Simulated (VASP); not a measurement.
# GdN (Fm-3m) in VASP: notebook

The runs below take GdN through single point, with PBE+U.

Everything below comes from runs of VASP 6.6.1. Logs are shortened: lines on timing, memory, paths and dates and some standing lists are left out, and cuts for length are marked.

### Step 1. The cell of the first run

It takes space group Fm-3m (No. 225, cubic). Conventional cell: a = 4.954 Å, b = 4.954 Å, c = 4.954 Å, α = 90.00°, β = 90.00°, γ = 90.00°. Within 3.3 Å of Gd (site symmetry m-3m) lie 6 N at 2.48 Å. N (site symmetry m-3m) has 6 Gd at 2.48 Å within 3.3 Å.

### Step 2. Single point, PBE+U, collinear spin, ferromagnetic start

The input, INCAR:

```
SYSTEM = GdN
PREC     = Accurate       ! precision mode
ENCUT    = 600            ! plane-wave cutoff, eV
EDIFF    = 1E-6           ! SCF threshold, eV
ISMEAR   = -1             ! smearing method
SIGMA    = 0.1            ! smearing width, eV
LREAL    = .FALSE.        ! projectors in reciprocal space
LASPH    = .TRUE.         ! aspherical terms in the spheres
NELM     = 200            ! most SCF steps
ALGO     = Normal         ! electronic algorithm
ISIF     = 2              ! what is computed and relaxed
LWAVE    = .FALSE.        ! write WAVECAR
LCHARG   = .FALSE.        ! write CHGCAR
ISPIN    = 2              ! spin polarisation
MAGMOM   = 7 7 0 0        ! initial moments
LORBIT   = 11             ! projections on sites
LMAXMIX  = 6              ! l up to which the mixer works
LDAU     = .TRUE.         ! DFT+U
LDAUTYPE = 2            
LDAUL    = 3 -1           ! shell
LDAUU    = 7.1 0          ! U, eV
LDAUJ    = 0 0          
LDAUPRINT= 1            
GGA      = PE             ! functional
NBANDS   = 35             ! bands
GGA_COMPAT= .FALSE.
```

The input, KPOINTS:

```
Automatic mesh
0
G
  7 7 5
  0 0 0
```

The input, POSCAR:

```
GdN
1.0
    2.4771306700      2.4771306700      0.0000000000
   -2.4771306700      2.4771306700      0.0000000000
    0.0000000000      0.0000000000      4.9542613400
Gd N
2 2
Direct
    0.0000000000      0.0000000000      0.0000000000
    0.5000000000      0.5000000000      0.5000000000
    0.0000000000      0.0000000000      0.5000000000
    0.5000000000      0.5000000000      0.0000000000
```

Potentials or basis: VASP PAW PBE potentials, release 64 (Gd, N).

The run is started by

```console
$ cat potpaw_PBE.64/Gd/POTCAR potpaw_PBE.64/N/POTCAR > POTCAR
$ mpirun -np 1 vasp_std > vasp.out
```

OUTCAR:

```text
SYSTEM = GdN
   PREC = Accurate
   ENCUT = 600
   EDIFF = 1E-6
   ISMEAR = -1
   LREAL = .FALSE.
   LASPH = .TRUE.
   NELM = 200
   ISIF = 2
   ISPIN = 2
   LORBIT = 11
   GGA = PE

 ion  position               nearest neighbor table
   1  0.000  0.000  0.000-   3 2.48   4 2.48   3 2.48   4 2.48   4 2.48   4 2.48   2 3.50   2 3.50
                             2 3.50   2 3.50   2 3.50   2 3.50   2 3.50   2 3.50
   2  0.500  0.500  0.500-   3 2.48   4 2.48   4 2.48   3 2.48   3 2.48   3 2.48   1 3.50   1 3.50
                             1 3.50   1 3.50   1 3.50   1 3.50   1 3.50   1 3.50
   3  0.000  0.000  0.500-   1 2.48   2 2.48   1 2.48   2 2.48   2 2.48   2 2.48
   4  0.500  0.500  0.000-   1 2.48   2 2.48   2 2.48   1 2.48   1 2.48   1 2.48

  LATTYP: Found a simple tetragonal cell.
 ALAT       =     3.5031917893
 C/A-ratio  =     1.4142135624

  Lattice vectors:

 A1 = (   2.4771306700,   2.4771306700,   0.0000000000)
 A2 = (  -2.4771306700,   2.4771306700,   0.0000000000)
 A3 = (   0.0000000000,   0.0000000000,   4.9542613400)

Analysis of symmetry for initial positions (statically):
=====================================================================
 Subroutine PRICEL returns following result:

  LATTYP: Found a face centered cubic cell.
 ALAT       =     4.9542613400
[... 12 lines left out ...]
 Subroutine GETGRP returns: Found 16 space group operations
 (whereof 16 operations were pure point group operations)
 out of a pool of 16 trial point group operations.

The static configuration has the point symmetry D_4h.

Analysis of symmetry for dynamics (positions and initial velocities):
=====================================================================
 Subroutine PRICEL returns following result:

  LATTYP: Found a face centered cubic cell.
 ALAT       =     4.9542613400
[... 12 lines left out ...]
 Subroutine GETGRP returns: Found 16 space group operations
 (whereof 16 operations were pure point group operations)
 out of a pool of 16 trial point group operations.

The dynamic configuration has the point symmetry D_4h.

Analysis of structural, dynamic, and magnetic symmetry:
=====================================================================
 Subroutine PRICEL returns following result:

  LATTYP: Found a face centered cubic cell.
 ALAT       =     4.9542613400
[... 12 lines left out ...]
 Subroutine GETGRP returns: Found 16 space group operations
 (whereof 16 operations were pure point group operations)
 out of a pool of 16 trial point group operations.

The overall configuration has the point symmetry D_4h.

 Subroutine INISYM returns: Found 16 space group operations
 (whereof 16 operations are pure point group operations),
 and found     2 'primitive' translations

----------------------------------------------------------------------------------------

                                     Primitive cell

  volume of cell :      30.4002

  direct lattice vectors                    reciprocal lattice vectors
     0.000000000 -2.477130670 -2.477130670    -0.201846437 -0.201846437 -0.201846437
[... 176 lines left out ...]
  0.0000  0.9894 -0.0000  0.0000  0.0000  0.0000 -0.0000
  0.0012 -0.0000  0.9917  0.0000  0.0000 -0.0000  0.0000
 -0.0000  0.0000  0.0000  0.9932  0.0000  0.0000  0.0000
 -0.0000  0.0000  0.0000  0.0000  0.9917  0.0000 -0.0012
  0.0000  0.0000 -0.0000  0.0000  0.0000  0.9908  0.0000
 -0.0000 -0.0000  0.0000  0.0000 -0.0012  0.0000  0.9924

spin component  2

  0.0072 -0.0000  0.0031 -0.0000 -0.0000 -0.0000 -0.0000
 -0.0000  0.0004  0.0000 -0.0000  0.0000 -0.0000  0.0000
  0.0031  0.0000  0.0056 -0.0000  0.0000  0.0000  0.0000
 -0.0000 -0.0000 -0.0000  0.0096  0.0000  0.0000 -0.0000
 -0.0000  0.0000  0.0000  0.0000  0.0056 -0.0000 -0.0031
 -0.0000 -0.0000  0.0000  0.0000 -0.0000  0.0031  0.0000
 -0.0000  0.0000  0.0000 -0.0000 -0.0031  0.0000  0.0072

 occupancies and eigenvectors

  o =  0.0004  v =  0.0000  0.0000  0.0000  0.0000  0.0000  0.0000  0.0000  0.0000  1.0000 -0.0000 -0.0000 -0.0000  0.0000 -0.0000      0.0000  0.0000  0.0000  0.0000  0.0000  0.0000  0.0000  0.0000  0.0000  0.0000  0.0000  0.0000  0.0000  0.0000
  o =  0.0031  v =  0.0000  0.0000  0.0000  0.0000  0.0000  0.0000  0.0000 -0.0000  0.0000  0.0000  0.0000 -0.0000 -1.0000 -0.0000      0.0000  0.0000  0.0000  0.0000  0.0000  0.0000  0.0000  0.0000  0.0000  0.0000  0.0000  0.0000  0.0000  0.0000
  o =  0.0032  v =  0.0000  0.0000  0.0000  0.0000  0.0000  0.0000  0.0000 -0.6116  0.0000  0.7911  0.0000 -0.0077  0.0000 -0.0059      0.0000  0.0000  0.0000  0.0000  0.0000  0.0000  0.0000  0.0000  0.0000  0.0000  0.0000  0.0000  0.0000  0.0000
  o =  0.0032  v =  0.0000  0.0000  0.0000  0.0000  0.0000  0.0000  0.0000 -0.0059  0.0000  0.0077 -0.0000  0.7911 -0.0000  0.6116      0.0000  0.0000  0.0000  0.0000  0.0000  0.0000  0.0000  0.0000  0.0000  0.0000  0.0000  0.0000  0.0000  0.0000
  o =  0.0096  v =  0.0000  0.0000  0.0000  0.0000  0.0000  0.0000  0.0000  0.0000  0.0000  0.0000  1.0000  0.0000  0.0000 -0.0000      0.0000  0.0000  0.0000  0.0000  0.0000  0.0000  0.0000  0.0000  0.0000  0.0000  0.0000  0.0000  0.0000  0.0000
  o =  0.0096  v =  0.0000  0.0000  0.0000  0.0000  0.0000  0.0000  0.0000  0.7911  0.0000  0.6116 -0.0000 -0.0000 -0.0000 -0.0000      0.0000  0.0000  0.0000  0.0000  0.0000  0.0000  0.0000  0.0000  0.0000  0.0000  0.0000  0.0000  0.0000  0.0000
  o =  0.0096  v =  0.0000  0.0000  0.0000  0.0000  0.0000  0.0000  0.0000 -0.0000 -0.0000  0.0000  0.0000 -0.6116  0.0000  0.7911      0.0000  0.0000  0.0000  0.0000  0.0000  0.0000  0.0000  0.0000  0.0000  0.0000  0.0000  0.0000  0.0000  0.0000
  o =  0.9894  v =  0.0000  1.0000 -0.0000 -0.0000  0.0000 -0.0000  0.0000  0.0000  0.0000  0.0000  0.0000  0.0000  0.0000  0.0000      0.0000  0.0000  0.0000  0.0000  0.0000  0.0000  0.0000  0.0000  0.0000  0.0000  0.0000  0.0000  0.0000  0.0000
  o =  0.9908  v =  0.0000 -0.0000  0.0000 -0.0000 -0.0000 -1.0000 -0.0000  0.0000  0.0000  0.0000  0.0000  0.0000  0.0000  0.0000      0.0000  0.0000  0.0000  0.0000  0.0000  0.0000  0.0000  0.0000  0.0000  0.0000  0.0000  0.0000  0.0000  0.0000
  o =  0.9908  v = -0.6115  0.0000  0.7913 -0.0000 -0.0000  0.0000 -0.0000  0.0000  0.0000  0.0000  0.0000  0.0000  0.0000  0.0000      0.0000  0.0000  0.0000  0.0000  0.0000  0.0000  0.0000  0.0000  0.0000  0.0000  0.0000  0.0000  0.0000  0.0000
  o =  0.9908  v =  0.0000  0.0000 -0.0000 -0.0000 -0.7913  0.0000 -0.6115  0.0000  0.0000  0.0000  0.0000  0.0000  0.0000  0.0000      0.0000  0.0000  0.0000  0.0000  0.0000  0.0000  0.0000  0.0000  0.0000  0.0000  0.0000  0.0000  0.0000  0.0000
  o =  0.9932  v =  0.0000 -0.0000 -0.0000 -1.0000  0.0000  0.0000 -0.0000  0.0000  0.0000  0.0000  0.0000  0.0000  0.0000  0.0000      0.0000  0.0000  0.0000  0.0000  0.0000  0.0000  0.0000  0.0000  0.0000  0.0000  0.0000  0.0000  0.0000  0.0000
  o =  0.9933  v = -0.7913 -0.0000 -0.6115  0.0000  0.0000 -0.0000  0.0000  0.0000  0.0000  0.0000  0.0000  0.0000  0.0000  0.0000      0.0000  0.0000  0.0000  0.0000  0.0000  0.0000  0.0000  0.0000  0.0000  0.0000  0.0000  0.0000  0.0000  0.0000
  o =  0.9933  v =  0.0000  0.0000  0.0000 -0.0000 -0.6115 -0.0000  0.7913  0.0000  0.0000  0.0000  0.0000  0.0000  0.0000  0.0000      0.0000  0.0000  0.0000  0.0000  0.0000  0.0000  0.0000  0.0000  0.0000  0.0000  0.0000  0.0000  0.0000  0.0000

 number of electron      45.9999993 magnetization      14.0004973

 Free energy of the ion-electron system (eV)
  ---------------------------------------------------
  ext. energy  EPLUGINS =         0.00000000
  ---------------------------------------------------
  free energy    TOTEN  =       -45.49728890 eV

  energy without entropy =      -45.48948450  energy(sigma->0) =      -45.49338670

 E-fermi :   3.9413     XC(G=0): -11.6795

 val. band max:        3.8531851107   @ k =   0.0000   0.0000   0.2000
 cond. band min:       4.0949636062   @ k =   0.0000   0.0000   0.0000
 fundamental gap:      0.2417784955
 Fermi energy:         3.9413412906

 spin component 1

 k-point     1 :       0.0000    0.0000    0.0000
  band No.  band energies     occupation
      1     -39.7057      1.00000
      2     -39.5739      1.00000
      3     -17.6196      1.00000
      4     -17.0443      1.00000
      5     -17.0443      1.00000
      6     -16.6797      1.00000
[... 1817 lines left out ...]
     34      10.7576      0.00000
     35      10.8112      0.00000

 [... further k-points ...]

------------------------ aborting loop because EDIFF is reached ----------------------------------------

  FORCE on cell =-STRESS in cart. coord.  units (eV):
  Direction    XX          YY          ZZ          XY          YZ          ZX
  --------------------------------------------------------------------------------------
  -------------------------------------------------------------------------------------
  Total        1.9448990      1.9448990      1.8898329      0.0000000      0.0000000      0.0000000
  in kB       51.2508293     51.2508293     49.7997604      0.0000000      0.0000000      0.0000000
  external PRESSURE =      50.7671397 kB  Pullay stress =       0.0000000 kB

 VOLUME and BASIS-vectors are now :
 -----------------------------------------------------------------------------
  energy-cutoff  :      600.00
  volume of cell :       60.80
      direct lattice vectors                 reciprocal lattice vectors
     2.477130670  2.477130670  0.000000000     0.201846437  0.201846437  0.000000000
    -2.477130670  2.477130670  0.000000000    -0.201846437  0.201846437  0.000000000
     0.000000000  0.000000000  4.954261340     0.000000000  0.000000000  0.201846437

 POSITION                                       TOTAL-FORCE (eV/Angst)
 -----------------------------------------------------------------------------------
      0.00000      0.00000      0.00000        -0.000000      0.000000      0.000000
      0.00000      2.47713      2.47713        -0.000000      0.000000      0.000000
      0.00000      0.00000      2.47713         0.000000     -0.000000      0.000000
      0.00000      2.47713      0.00000         0.000000     -0.000000      0.000000
 -----------------------------------------------------------------------------------
    total drift:                               -0.000000      0.000000      0.000000

  FREE ENERGIE OF THE ION-ELECTRON SYSTEM (eV)
  ---------------------------------------------------
  free  energy   TOTEN  =       -45.4972889045 eV

  energy  without entropy=      -45.4894845017  energy(sigma->0) =      -45.49338670

 total charge

# of ion       s       p       d       f       tot
--------------------------------------------------
    1        2.037   5.673   0.556   6.973  15.239
    2        2.037   5.673   0.556   6.973  15.239
    3        1.247   2.392   0.000   0.000   3.639
    4        1.247   2.392   0.000   0.000   3.639
--------------------------------------------------
tot          6.568  16.131   1.113  13.945  37.756

 magnetization (x)

# of ion       s       p       d       f       tot
--------------------------------------------------
    1       -0.006  -0.086   0.072   6.898   6.878
    2       -0.006  -0.086   0.072   6.898   6.878
    3       -0.010  -0.110   0.000   0.000  -0.119
    4       -0.010  -0.110   0.000   0.000  -0.119
--------------------------------------------------
tot         -0.031  -0.392   0.144  13.796  13.517
```

It took 4.3 min on 1 thread of Oxide Virtual Turin-like, shared host; peak memory 0.26 GiB.

What came out:

- Free energy: -45.4973 eV
- Pressure: 5.1 GPa
- Band gap on the k mesh: zero (filled and empty bands overlap)
- Net moment: 14.00 μB per cell
- Site moments: Gd +6.88; N -0.12 μB
- Valence electrons inside the program's atomic spheres: Gd 15.24; N 3.64

Eigenvalues of the final occupation matrices:
| site | spin | trace | eigenvalues |
| --- | --- | --- | --- |
| site 1 f | 1 | 6.94 | 0.99 0.99 0.99 0.99 0.99 0.99 0.99 |
| site 1 f | 2 | 0.04 | 0.00 0.00 0.00 0.00 0.01 0.01 0.01 |
| site 2 f | 1 | 6.94 | 0.99 0.99 0.99 0.99 0.99 0.99 0.99 |
| site 2 f | 2 | 0.04 | 0.00 0.00 0.00 0.00 0.01 0.01 0.01 |

Caveat: the cell stands under pressure; spin-orbit coupling is left out, which moves the levels of the heavy elements.

### Step 3. Single point, PBE+U, collinear spin, antiferromagnetic start

POSCAR is that of step 2.

The input, INCAR.step1:

```
SYSTEM = GdN
  PREC = Accurate
  ENCUT = 520
  EDIFF = 1E-6
  ISMEAR = -1
  SIGMA = 0.1
  LREAL = .False.
  LASPH = .True.
  NELM = 200
  ALGO = Normal
  ISIF = 2
  LWAVE = .False.
  LCHARG = .True.
  ISPIN = 2
  MAGMOM = 7 -7 0 0
  LMAXMIX = 6
  LDAU = .True.
  LDAUTYPE = 2
  LDAUL = 3 -1
  LDAUU = 7.1 0
  LDAUJ = 0 0
  LDAUPRINT = 1
  GGA = PE
  NBANDS = 35
  GGA_COMPAT = .False.
  NEDOS = 2001
  LORBIT = 11
```

The input, KPOINTS.step1:

```
regular mesh
0
Gamma
  7 7 5
  0 0 0
```

The input, INCAR.step2:

```
SYSTEM = GdN
  PREC = Accurate
  ENCUT = 520
  EDIFF = 1E-6
  ISMEAR = -5
  SIGMA = 0.1
  LREAL = .False.
  LASPH = .True.
  NELM = 200
  ALGO = Normal
  ISIF = 2
  LWAVE = .False.
  LCHARG = .False.
  ISPIN = 2
  MAGMOM = 7 -7 0 0
  LORBIT = 11
  LMAXMIX = 6
  LDAU = .True.
  LDAUTYPE = 2
  LDAUL = 3 -1
  LDAUU = 7.1 0
  LDAUJ = 0 0
  LDAUPRINT = 1
  GGA = PE
  NEDOS = 1001
  ICHARG = 11
  GGA_COMPAT = .False.
```

The input, KPOINTS.step2:

```
regular mesh
0
Gamma
  11 11 8
  0 0 0
```

Potentials or basis: VASP PAW PBE potentials, release 64 (Gd, N).

The run is started by

```console
$ cat potpaw_PBE.64/Gd/POTCAR potpaw_PBE.64/N/POTCAR > POTCAR
$ cp INCAR.step1 INCAR
$ cp KPOINTS.step1 KPOINTS
$ mpirun -np 1 vasp_std > vasp.out
$ cp INCAR.step2 INCAR
$ cp KPOINTS.step2 KPOINTS
$ mpirun -np 1 vasp_std > vasp.out
```

Run time: 14 min. Hardware: 1 thread of Oxide Virtual Turin-like, shared host; peak memory 0.37 GiB.

Results (log left out):

```yaml
Net_moment: 0.00 μB per cell
Site_moments: Gd +6.86, -6.86; N +0.04, -0.04 μB
Valence_electrons_inside_the_program's_atomic_spheres: Gd 15.24; N 3.65
```

Levels at points of the mesh, in eV from the Fermi level:
Spin up:
```csv
k point,band 20,band 21,band 22,band 23,band 24,band 25,band 26,band 27
"(0.00, 0.00, 0.00)",-0.30,-0.05,-0.04,0.00,0.00,3.05,3.05,3.29
"(0.00, 0.00, 0.50)",-0.59,-0.59,-0.32,-0.32,0.82,1.52,4.96,5.08
```
Spin down:
| k point | band 21 | band 22 | band 23 | band 24 | band 25 | band 26 |
| --- | --- | --- | --- | --- | --- | --- |
| (0.00, 0.00, 0.00) | -0.05 | -0.04 | 0.00 | 0.00 | 3.05 | 3.06 |
| (0.00, 0.00, 0.50) | -0.59 | -0.32 | -0.32 | 0.82 | 1.52 | 4.99 |

Eigenvalues of the final occupation matrices:
```
    site  spin  trace                         eigenvalues
site 1 f     1   6.94  0.99 0.99 0.99 0.99 0.99 0.99 0.99
site 1 f     2   0.04  0.00 0.00 0.00 0.00 0.01 0.01 0.01
site 2 f     1   0.04  0.00 0.00 0.00 0.00 0.01 0.01 0.01
site 2 f     2   6.94  0.99 0.99 0.99 0.99 0.99 0.99 0.99
```

Caveat: the antiferromagnetic order is the one typed at the start, and another may lie lower; spin-orbit coupling is left out, which moves the levels of the heavy elements. The state reached can hang on the start; a lower one may exist.

The gap in the log of VASP goes by the Fermi energy; the results here count the filled bands.